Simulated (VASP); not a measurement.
# Rb (Fm-3m) in VASP: notebook, part 2 of 2

VASP 6.6.1. The steps go on from the part before.

### 3 Relaxation of cell and atoms, r2SCAN

POSCAR reads:

```
Rb
1.0
    0.0000000000      3.6398850000      3.6398850000
    3.6398850000      0.0000000000      3.6398850000
    3.6398850000      3.6398850000      0.0000000000
Rb
1
Direct
    0.0000000000      0.0000000000      0.0000000000
```

INCAR.step1 reads:

```
SYSTEM = Rb
  PREC = Accurate
  ENCUT = 600
  ISMEAR = -1
  SIGMA = 0.1
  LREAL = .FALSE.
  LASPH = .TRUE.
  NELM = 100
  GGA = PE
  ALGO = Normal
  EDIFF = 1E-4
  LWAVE = .TRUE.
  LCHARG = .FALSE.
```

INCAR.step2 reads:

```
SYSTEM = Rb
  PREC = Accurate
  ENCUT = 600
  EDIFF = 1E-7
  ISMEAR = -1
  SIGMA = 0.1
  LREAL = .FALSE.
  LASPH = .TRUE.
  NELM = 100
  ALGO = Normal
  ISIF = 3
  LWAVE = .FALSE.
  LCHARG = .FALSE.
  METAGGA = R2SCAN
  LMIXTAU = .TRUE.
  IBRION = 2
  NSW = 80
  EDIFFG = -0.01
  ISTART = 1
```

KPOINTS reads:

```
Automatic mesh
0
G
  8 8 8
  0 0 0
```

Potentials or basis: VASP PAW PBE potentials, release 64 (Rb_sv).

Launch:

```console
> cat potpaw_PBE.64/Rb_sv/POTCAR > POTCAR
> cp INCAR.step1 INCAR
> mpirun -np 1 vasp_std > vasp.out
> cp INCAR.step2 INCAR
> mpirun -np 1 vasp_std > vasp.out
```

OUTCAR:

```text
SYSTEM = Rb
   PREC = Accurate
   ENCUT = 600
   EDIFF = 1E-7
   ISMEAR = -1
   LREAL = .FALSE.
   LASPH = .TRUE.
   NELM = 100
   ISIF = 3
   METAGGA = R2SCAN
   IBRION = 2
   NSW = 80
   EDIFFG = -0.01
   ISTART = 1

 ion  position               nearest neighbor table
   1  0.000  0.000  0.000-

  LATTYP: Found a face centered cubic cell.
 ALAT       =     7.2797700000

  Lattice vectors:

 A1 = (   0.0000000000,   3.6398850000,   3.6398850000)
 A2 = (   3.6398850000,   0.0000000000,   3.6398850000)
 A3 = (   3.6398850000,   3.6398850000,   0.0000000000)

Analysis of symmetry for initial positions (statically):
=====================================================================
 Subroutine PRICEL returns:
 Original cell was already a primitive cell.

 Routine SETGRP: Setting up the symmetry group for a
 face centered cubic supercell.

 Subroutine GETGRP returns: Found 48 space group operations
 (whereof 48 operations were pure point group operations)
 out of a pool of 48 trial point group operations.

The static configuration has the point symmetry O_h .

Analysis of symmetry for dynamics (positions and initial velocities):
=====================================================================
 Subroutine PRICEL returns:
 Original cell was already a primitive cell.

 Routine SETGRP: Setting up the symmetry group for a
 face centered cubic supercell.

 Subroutine GETGRP returns: Found 48 space group operations
 (whereof 48 operations were pure point group operations)
 out of a pool of 48 trial point group operations.

The dynamic configuration has the point symmetry O_h .

 Subroutine INISYM returns: Found 48 space group operations
 (whereof 48 operations are pure point group operations),
 and found     1 'primitive' translations

----------------------------------------------------------------------------------------

                                     Primitive cell

  volume of cell :      96.4479

  direct lattice vectors                    reciprocal lattice vectors
     0.000000000  3.639885000  3.639885000    -0.137366977  0.137366977  0.137366977
     3.639885000  0.000000000  3.639885000     0.137366977 -0.137366977  0.137366977
     3.639885000  3.639885000  0.000000000     0.137366977  0.137366977 -0.137366977

  length of vectors
     5.147574732  5.147574732  5.147574732     0.237926584  0.237926584  0.237926584

  position of ions in fractional coordinates (direct lattice)
     0.000000000  0.000000000  0.000000000

  ion indices of the primitive-cell ions
   primitive index   ion index
                 1           1

----------------------------------------------------------------------------------------

 KPOINTS: Automatic mesh

Automatic generation of k-mesh.
 Grid dimensions read from file:
 generate k-points for:    8    8    8

 Generating k-lattice:

  Cartesian coordinates                     Fractional coordinates (reciprocal lattice)
    -0.017170872  0.017170872  0.017170872     0.125000000  0.000000000  0.000000000
     0.017170872 -0.017170872  0.017170872     0.000000000  0.125000000  0.000000000
     0.017170872  0.017170872 -0.017170872     0.000000000  0.000000000  0.125000000

  Length of vectors
     0.029740823  0.029740823  0.029740823

  Shift w.r.t. Gamma in fractional coordinates (k-lattice)
     0.000000000  0.000000000  0.000000000

 Subroutine IBZKPT returns following result:
 ===========================================

 Found     29 irreducible k-points:

 Following reciprocal coordinates:
            Coordinates               Weight
  0.000000  0.000000  0.000000      1.000000
  0.125000  0.000000  0.000000      8.000000
  0.250000  0.000000  0.000000      8.000000
  0.375000  0.000000  0.000000      8.000000
  0.500000  0.000000  0.000000      4.000000
  0.125000  0.125000  0.000000      6.000000
[... 16 lines left out ...]
  0.500000  0.250000  0.125000     48.000000
 -0.375000  0.250000  0.125000     24.000000
 [... further k-points ...]
   k-points           NKPTS =     29   k-points in BZ     NKDIM =     29   number of bands    NBANDS=      8
   number of dos      NEDOS =    301   number of ions     NIONS =      1
   total plane-waves  NPLWV =  74088
   dimension x,y,z NGX =    42 NGY =   42 NGZ =   42
   dimension x,y,z NGXF=    84 NGYF=   84 NGZF=   84
   ions per type =               1
   NGX,Y,Z   is equivalent  to a cutoff of  13.56, 13.56, 13.56 a.u.
   NGXF,Y,Z  is equivalent  to a cutoff of  27.13, 27.13, 27.13 a.u.
 SYSTEM =  Rb
   PREC   = accura    normal or accurate (medium, high low for compatibility)
   ISTART =      1    job   : 0-new  1-cont  2-samecut
   ICHARG =      0    charge: 1-file 2-atom 10-const
   ISPIN  =      1    spin polarized calculation?
   LNONCOLLINEAR =      F non collinear calculations
   LSORBIT =      F    spin-orbit coupling
   LASPH  =      T    aspherical Exc in radial PAW
   ENCUT  =  600.0 eV  44.10 Ry    6.64 a.u.  10.28 10.28 10.28*2*pi/ulx,y,z
   NELM   =    100;   NELMIN=  2; NELMDL=  0     # of ELM steps
   EDIFF  = 0.1E-06   stopping-criterion for ELM
   LREAL  =      F    real-space projection
   EDIFFG = -.1E-01   stopping-criterion for IOM
   NSW    =     80    number of steps for IOM
   IBRION =      2    ionic relax: 0-MD 1-quasi-New 2-CG
   NFREE  =      1    steps in history (QN), initial steepest desc. (CG)
   ISIF   =      3    stress and relaxation
   ISYM   =      2    0-nonsym 1-usesym 2-fastsym
   POTIM  = 0.5000    time-step for ionic-motion
   TEBEG  =    0.0;   TEEND  =   0.0 temperature during run
   PSTRESS=    0.0 pullay stress
   NELECT =       9.0000    total number of electrons
   NUPDOWN=      -1.0000    fix difference up-down
   EMIN   =  10.00;   EMAX   =-10.00  energy-range for DOS
   EFERMI =   0.00;   METHOD = LEGACY
   ISMEAR =    -1;   SIGMA  =   0.10  broadening in eV -4-tet -1-fermi 0-gaus
   EFERMI_NEDOS =   21; number of points for ismear=-14 and -15
   IALGO  =     38    algorithm
   IMIX   =      4    mixing-type and parameters
     AMIX     =   0.40;   BMIX     =  1.00
     AMIX_MAG =   1.60;   BMIX_MAG =  1.00
  volume/ion in A,a.u.               =      96.45       650.86
  Fermi-wavevector in a.u.,A,eV,Ry     =   0.742548  1.403213  7.501952  0.551378
  Thomas-Fermi vector in A             =   1.837453
   LORBIT       =      0    0 simple, 1 ext, 2 COOP (PROOUT), +10 PAW based schemes
   METAGGA = R2SCAN    functional components
   LHFCALC =     F    Hartree Fock is set to
   AEXX    =    0.0000 exact exchange contribution
   IVDW    =     0    specifies the selected vdW correction
   LEPSILON=     F    determine dielectric tensor
   LRPA    =     F    only Hartree local field effects (RPA)
 conjugate gradient relaxation of ions
 non-spin polarized calculation
  energy-cutoff  :      600.00
  volume of cell :       96.45
 maximum number of plane-waves:      3250
 NGX is ok and might be reduce to    42
   NGX = 21   NGY = 21   NGZ = 21

 number of electron       9.0000000 magnetization

 Free energy of the ion-electron system (eV)
  ---------------------------------------------------
  ext. energy  EPLUGINS =         0.00000000
  ---------------------------------------------------
  free energy    TOTEN  =       -13.93058642 eV

  energy without entropy =      -13.90064507  energy(sigma->0) =      -13.91561574

 E-fermi :  -0.0757     XC(G=0):  -5.5843

 val. band max:       -0.1898586446   @ k =  -0.3750   0.1250   0.0000
 cond. band min:      -0.0084614132   @ k =   0.5000   0.3750   0.1250
 fundamental gap:      0.1813972314
 Fermi energy:        -0.0756531352

 k-point     1 :       0.0000    0.0000    0.0000
  band No.  band energies     occupation
      1     -30.1631      2.00000
      2     -13.6576      2.00000
      3     -13.6576      2.00000
      4     -13.6576      2.00000
      5      -2.0808      2.00000
      6       3.8979      0.00000
      7       3.8979      0.00000
      8       3.8979      0.00000
[... 243 lines left out ...]
 k-point    24 :      -0.3750    0.2500    0.1250
  band No.  band energies     occupation
      1     -30.1594      2.00000
      2     -13.7265      2.00000
      3     -13.6892      2.00000
      4     -13.6750      2.00000
      5       0.6756      0.00109
      6       0.6826      0.00102
      7       2.5400      0.00000
      8       3.7198      0.00000

 [... further k-points ...]
[... 5 lines left out ...]
  --------------------------------------------------------------------------------------
  -------------------------------------------------------------------------------------
  Total       -0.0085153     -0.0085153     -0.0085153      0.0000000      0.0000000      0.0000000
  in kB       -0.1414544     -0.1414544     -0.1414544      0.0000000      0.0000000      0.0000000
  external PRESSURE =      -0.1414544 kB  Pullay stress =       0.0000000 kB

 VOLUME and BASIS-vectors are now :
 -----------------------------------------------------------------------------
  energy-cutoff  :      600.00
  volume of cell :       96.45
      direct lattice vectors                 reciprocal lattice vectors
     0.000000000  3.639885000  3.639885000    -0.137366977  0.137366977  0.137366977
     3.639885000  0.000000000  3.639885000     0.137366977 -0.137366977  0.137366977
     3.639885000  3.639885000  0.000000000     0.137366977  0.137366977 -0.137366977

 POSITION                                       TOTAL-FORCE (eV/Angst)
 -----------------------------------------------------------------------------------
      0.00000      0.00000      0.00000        -0.000000      0.000000     -0.000000
 -----------------------------------------------------------------------------------
    total drift:                               -0.000000     -0.000000     -0.000000

  FREE ENERGIE OF THE ION-ELECTRON SYSTEM (eV)
  ---------------------------------------------------
  free  energy   TOTEN  =       -13.9305864187 eV

  energy  without entropy=      -13.9006450709  energy(sigma->0) =      -13.91561574

 reached required accuracy - stopping structural energy minimisation
```

Run time: 4 min. Hardware: 1 thread of Oxide Virtual Turin-like, shared host; peak memory 0.25 GiB.

Results:

```
Free energy             : -13.9306 eV
Pressure after relaxing : 0.0 GPa
Band gap on the k mesh  : zero (an odd number of electrons rules out a gap without spin polarisation)
```

Final structure:
```
CELL_PARAMETERS angstrom
0.00000 3.63989 3.63989
3.63989 0.00000 3.63989
3.63989 3.63989 0.00000
ATOMIC_POSITIONS crystal
Rb 0.00000 0.00000 0.00000
```

Caveat: the relaxation stopped at its first step, so nothing moved; the PAW data sets were made with another functional, which shifts forces and pressure a little.
